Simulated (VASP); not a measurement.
# Te (P6_3/mmc) in VASP: single point with PBE

Aim: the single point of Te with PBE.

All numbers are computed with VASP 6.6.1; they aren't measurements. Logs are shortened: lines on timing, memory, paths and dates and some standing lists are left out, and cuts for length are marked.

## Step 1: The cell of the first run

It takes space group P6_3/mmc (No. 194, hexagonal). Conventional cell: a = 4.061 Å, b = 4.061 Å, c = 4.445 Å, α = 90.00°, β = 90.00°, γ = 120.00°. Within 4.3 Å of Te (site symmetry -6m2) lie 12 Te at 3.23 to 4.06 Å.

## Step 2: Single point, PBE

INCAR reads:

```
SYSTEM = Te
PREC = Accurate
ENCUT = 520
EDIFF = 1E-7
ISMEAR = -1
SIGMA = 0.05
LREAL = .False.
LASPH = .True.
NELM = 80
ALGO = Normal
ISIF = 2
LWAVE = .False.
LCHARG = .True.
GGA = PE
LELF = .True.
LVHAR = .True.
NBANDS = 13
```

KPOINTS reads:

```
Automatic mesh
0
Gamma
  14 14 8
  0 0 0
```

POSCAR reads:

```
Te
1.0
    4.0614951232      0.0000000000      0.0000000000
   -2.0307475616      3.5173579540      0.0000000000
    0.0000000000      0.0000000000      4.4451124761
Te
2
Direct
    0.3333333333      0.6666666667      0.2500000000
    0.6666666667      0.3333333333      0.7500000000
```

Potentials or basis: VASP PAW PBE potentials, release 64 (Te).

Started as:

```bash
$ cat potpaw_PBE.64/Te/POTCAR > POTCAR
$ mpirun -np 1 vasp_std > vasp.out
```

OUTCAR:

```text
SYSTEM = Te
   PREC = Accurate
   ENCUT = 520
   EDIFF = 1E-7
   ISMEAR = -1
   LREAL = .False.
   LASPH = .True.
   NELM = 80
   ISIF = 2
   GGA = PE

 ion  position               nearest neighbor table
   1  0.333  0.667  0.250-   2 3.23   2 3.23   2 3.23   2 3.23   2 3.23   2 3.23
   2  0.667  0.333  0.750-   1 3.23   1 3.23   1 3.23   1 3.23   1 3.23   1 3.23

  LATTYP: Found a hexagonal cell.
 ALAT       =     4.0614951232
 C/A-ratio  =     1.0944522500

  Lattice vectors:

 A1 = (   4.0614951232,   0.0000000000,   0.0000000000)
 A2 = (  -2.0307475616,   3.5173579540,   0.0000000000)
 A3 = (   0.0000000000,   0.0000000000,   4.4451124761)

Analysis of symmetry for initial positions (statically):
=====================================================================
 Subroutine PRICEL returns:
 Original cell was already a primitive cell.

 Routine SETGRP: Setting up the symmetry group for a
 hexagonal supercell.

 Subroutine GETGRP returns: Found 24 space group operations
 (whereof 12 operations were pure point group operations)
 out of a pool of 24 trial point group operations.

The static configuration has the point symmetry D_3d.
 The point group associated with its full space group is D_6h.

Analysis of symmetry for dynamics (positions and initial velocities):
=====================================================================
 Subroutine PRICEL returns:
 Original cell was already a primitive cell.

 Routine SETGRP: Setting up the symmetry group for a
 hexagonal supercell.

 Subroutine GETGRP returns: Found 24 space group operations
 (whereof 12 operations were pure point group operations)
 out of a pool of 24 trial point group operations.

The dynamic configuration has the point symmetry D_3d.
 The point group associated with its full space group is D_6h.

 Subroutine INISYM returns: Found 24 space group operations
 (whereof 12 operations are pure point group operations),
 and found     1 'primitive' translations

----------------------------------------------------------------------------------------

                                     Primitive cell

  volume of cell :      63.5017

  direct lattice vectors                    reciprocal lattice vectors
     4.061495123  0.000000000  0.000000000     0.246214748  0.142152151  0.000000000
    -2.030747562  3.517357954  0.000000000     0.000000000  0.284304303  0.000000000
     0.000000000  0.000000000  4.445112476     0.000000000  0.000000000  0.224966186

  length of vectors
     4.061495123  4.061495123  4.445112476     0.284304303  0.284304303  0.224966186

  position of ions in fractional coordinates (direct lattice)
     0.333333333  0.666666667  0.250000000
     0.666666667  0.333333333  0.750000000

  ion indices of the primitive-cell ions
   primitive index   ion index
                 1           1
                 2           2

----------------------------------------------------------------------------------------

 KPOINTS: Automatic mesh

Automatic generation of k-mesh.
 Grid dimensions read from file:
 generate k-points for:   14   14    8

 Generating k-lattice:

  Cartesian coordinates                     Fractional coordinates (reciprocal lattice)
     0.017586768  0.010153725  0.000000000     0.071428571 -0.000000000  0.000000000
     0.000000000  0.020307450  0.000000000     0.000000000  0.071428571  0.000000000
     0.000000000  0.000000000  0.028120773     0.000000000  0.000000000  0.125000000

  Length of vectors
     0.020307450  0.020307450  0.028120773

  Shift w.r.t. Gamma in fractional coordinates (k-lattice)
     0.000000000  0.000000000  0.000000000

 Subroutine IBZKPT returns following result:
 ===========================================

 Found    120 irreducible k-points:

 Following reciprocal coordinates:
            Coordinates               Weight
  0.000000  0.000000  0.000000      1.000000
  0.071429 -0.000000  0.000000      6.000000
  0.142857 -0.000000  0.000000      6.000000
  0.214286 -0.000000  0.000000      6.000000
  0.285714 -0.000000  0.000000      6.000000
  0.357143 -0.000000  0.000000      6.000000
[... 16 lines left out ...]
  0.285714  0.285714  0.000000      6.000000
  0.357143  0.285714  0.000000      6.000000
 [... further k-points ...]
   k-points           NKPTS =    120   k-points in BZ     NKDIM =    120   number of bands    NBANDS=     13
   number of dos      NEDOS =    301   number of ions     NIONS =      2
   total plane-waves  NPLWV =  32400
   dimension x,y,z NGX =    30 NGY =   30 NGZ =   36
   dimension x,y,z NGXF=    60 NGYF=   60 NGZF=   72
   ions per type =               2
   NGX,Y,Z   is equivalent  to a cutoff of  12.28, 12.28, 13.46 a.u.
   NGXF,Y,Z  is equivalent  to a cutoff of  24.56, 24.56, 26.93 a.u.
 SYSTEM =  Te
   PREC   = accura    normal or accurate (medium, high low for compatibility)
   ISTART =      0    job   : 0-new  1-cont  2-samecut
   ICHARG =      2    charge: 1-file 2-atom 10-const
   ISPIN  =      1    spin polarized calculation?
   LNONCOLLINEAR =      F non collinear calculations
   LSORBIT =      F    spin-orbit coupling
   LASPH  =      T    aspherical Exc in radial PAW
   ENCUT  =  520.0 eV  38.22 Ry    6.18 a.u.   7.55  7.55  8.26*2*pi/ulx,y,z
   NELM   =     80;   NELMIN=  2; NELMDL= -5     # of ELM steps
   EDIFF  = 0.1E-06   stopping-criterion for ELM
   LREAL  =      F    real-space projection
   EDIFFG = 0.1E-05   stopping-criterion for IOM
   NSW    =      0    number of steps for IOM
   IBRION =     -1    ionic relax: 0-MD 1-quasi-New 2-CG
   NFREE  =      0    steps in history (QN), initial steepest desc. (CG)
   ISIF   =      2    stress and relaxation
   ISYM   =      2    0-nonsym 1-usesym 2-fastsym
   POTIM  = 0.5000    time-step for ionic-motion
   TEBEG  =    0.0;   TEEND  =   0.0 temperature during run
   PSTRESS=    0.0 pullay stress
   NELECT =      12.0000    total number of electrons
   NUPDOWN=      -1.0000    fix difference up-down
   EMIN   =  10.00;   EMAX   =-10.00  energy-range for DOS
   EFERMI =   0.00;   METHOD = LEGACY
   ISMEAR =    -1;   SIGMA  =   0.05  broadening in eV -4-tet -1-fermi 0-gaus
   EFERMI_NEDOS =   21; number of points for ismear=-14 and -15
   IALGO  =     38    algorithm
   IMIX   =      4    mixing-type and parameters
     AMIX     =   0.40;   BMIX     =  1.00
     AMIX_MAG =   1.60;   BMIX_MAG =  1.00
  volume/ion in A,a.u.               =      31.75       214.27
  Fermi-wavevector in a.u.,A,eV,Ry     =   0.939450  1.775302 12.008034  0.882566
  Thomas-Fermi vector in A             =   2.066763
   LORBIT       =      0    0 simple, 1 ext, 2 COOP (PROOUT), +10 PAW based schemes
   GGA     = PE    functional components
   LHFCALC =     F    Hartree Fock is set to
   AEXX    =    0.0000 exact exchange contribution
   IVDW    =     0    specifies the selected vdW correction
   LEPSILON=     F    determine dielectric tensor
   LRPA    =     F    only Hartree local field effects (RPA)
 non-spin polarized calculation
  energy-cutoff  :      520.00
  volume of cell :       63.50
 maximum number of plane-waves:      1726
   NGX = 15   NGY = 15   NGZ = 17

 number of electron      11.9999998 magnetization

 Free energy of the ion-electron system (eV)
  ---------------------------------------------------
  ext. energy  EPLUGINS =         0.00000000
  ---------------------------------------------------
  free energy    TOTEN  =        -5.93891021 eV

  energy without entropy =       -5.92914812  energy(sigma->0) =       -5.93402916

 E-fermi :   6.6229     XC(G=0):  -9.4771

 val. band max:        6.6006073697   @ k =   0.2143  -0.0000   0.3750
 cond. band min:       6.6345702712   @ k =   0.2143  -0.0000   0.0000
 fundamental gap:      0.0339629015
 Fermi energy:         6.6228725095

 k-point     1 :       0.0000    0.0000    0.0000
  band No.  band energies     occupation
      1      -6.9268      2.00000
      2      -2.0814      2.00000
      3       2.1653      2.00000
      4       4.8740      2.00000
      5       4.8740      2.00000
      6       7.5239      0.00000
      7       7.5239      0.00000
      8       9.8587      0.00000
      9       9.8769      0.00000
     10      12.5459      0.00000
     11      14.4934      0.00000
     12      14.4934      0.00000
     13      15.7456      0.00000

 k-point     2 :       0.0714   -0.0000    0.0000
  band No.  band energies     occupation
      1      -6.8786      2.00000
      2      -2.1236      2.00000
      3       2.2197      2.00000
      4       4.6797      2.00000
      5       4.7587      2.00000
      6       7.3894      0.00000
      7       7.6438      0.00000
      8       9.6567      0.00000
      9      10.1029      0.00000
     10      12.7596      0.00000
     11      14.2477      0.00000
     12      14.4810      0.00000
     13      15.5901      0.00000

 k-point     3 :       0.1429   -0.0000    0.0000
  band No.  band energies     occupation
      1      -6.7353      2.00000
      2      -2.2567      2.00000
      3       2.3817      2.00000
      4       4.2334      2.00000
      5       4.4831      2.00000
      6       7.0470      0.00041
      7       7.9208      0.00000
      8       9.1267      0.00000
      9      10.6590      0.00000
     10      12.7829      0.00000
     11      14.4566      0.00000
     12      14.5241      0.00000
     13      15.2577      0.00000

 k-point     4 :       0.2143   -0.0000    0.0000
  band No.  band energies     occupation
      1      -6.5022      2.00000
      2      -2.4934      2.00000
      3       2.6458      2.00000
      4       3.7549      2.00000
      5       4.1615      2.00000
      6       6.6346      0.88355
      7       8.2131      0.00000
      8       8.4127      0.00000
      9      11.0204      0.00000
     10      12.7041      0.00000
     11      14.7608      0.00000
     12      14.9089      0.00000
     13      15.1930      0.00000

 k-point     5 :       0.2857   -0.0000    0.0000
  band No.  band energies     occupation
      1      -6.1906      2.00000
      2      -2.8356      2.00000
      3       3.0007      2.00000
      4       3.3755      2.00000
      5       3.8673      2.00000
      6       6.2534      1.99877
      7       7.6324      0.00000
      8       8.4327      0.00000
      9      10.6781      0.00000
     10      13.4894      0.00000
     11      14.6112      0.00000
     12      14.7093      0.00000
     13      15.2745      0.00000
[... 257 lines left out ...]
 k-point    22 :       0.3571    0.2143    0.0000
  band No.  band energies     occupation
      1      -5.0266      2.00000
      2      -4.0479      2.00000
      3       1.8994      2.00000
      4       4.3680      2.00000
      5       4.4905      2.00000
      6       5.6517      2.00000
      7       5.6629      2.00000
      8       7.7747      0.00000
      9      11.4633      0.00000
     10      12.0701      0.00000
     11      14.0810      0.00000
     12      15.3527      0.00000
     13      17.5721      0.00000

 k-point    23 :       0.2857    0.2857    0.0000
  band No.  band energies     occupation
      1      -4.9840      2.00000
      2      -4.0763      2.00000
      3       1.7817      2.00000
      4       4.4255      2.00000
      5       4.6272      2.00000
      6       5.6136      2.00000
      7       5.6469      2.00000
      8       7.6111      0.00000
      9      11.9117      0.00000
     10      12.4860      0.00000
     11      12.8811      0.00000
     12      15.3237      0.00000
     13      18.6585      0.00000

 k-point    24 :       0.3571    0.2857    0.0000
  band No.  band energies     occupation
      1      -4.7221      2.00000
      2      -4.3366      2.00000
      3       1.6687      2.00000
      4       4.7516      2.00000
      5       4.9069      2.00000
      6       5.2602      2.00000
      7       5.3775      2.00000
      8       7.5393      0.00000
      9      11.7871      0.00000
     10      12.5635      0.00000
     11      13.8496      0.00000
     12      14.0937      0.00000
     13      18.8629      0.00000

 [... further k-points ...]
[... 5 lines left out ...]
  --------------------------------------------------------------------------------------
  -------------------------------------------------------------------------------------
  Total       -0.1745875     -0.1745875     -0.5421796     -0.0000000      0.0000000      0.0000000
  in kB       -4.4049247     -4.4049247    -13.6794459     -0.0000000      0.0000000      0.0000000
  external PRESSURE =      -7.4964317 kB  Pullay stress =       0.0000000 kB

 VOLUME and BASIS-vectors are now :
 -----------------------------------------------------------------------------
  energy-cutoff  :      520.00
  volume of cell :       63.50
      direct lattice vectors                 reciprocal lattice vectors
     4.061495123  0.000000000  0.000000000     0.246214748  0.142152151  0.000000000
    -2.030747562  3.517357954  0.000000000     0.000000000  0.284304303  0.000000000
     0.000000000  0.000000000  4.445112476     0.000000000  0.000000000  0.224966186

 POSITION                                       TOTAL-FORCE (eV/Angst)
 -----------------------------------------------------------------------------------
     -0.00000      2.34491      1.11128         0.000000      0.000000      0.000000
      2.03075      1.17245      3.33383        -0.000000      0.000000      0.000000
 -----------------------------------------------------------------------------------
    total drift:                               -0.000000      0.000000      0.000000

  FREE ENERGIE OF THE ION-ELECTRON SYSTEM (eV)
  ---------------------------------------------------
  free  energy   TOTEN  =        -5.9389102086 eV

  energy  without entropy=       -5.9291481179  energy(sigma->0) =       -5.93402916
```

It used 160 s of CPU time on 1 thread of AMD EPYC 7R13 Processor (Zen 3), with other jobs on the host.

What came out:

```yaml
Free_energy: -5.9389 eV
Pressure: -0.7 GPa
Band_gap_on_the_k_mesh: zero (band 6 reaches 7.52 eV, above the bottom of band 7 at 5.38 eV)
```

Stress tensor (GPa, compression positive):
```
-0.44  0.00  0.00
 0.00 -0.44  0.00
 0.00  0.00 -1.37
```

Caveat: spin-orbit coupling is left out, which moves the levels of the heavy elements.
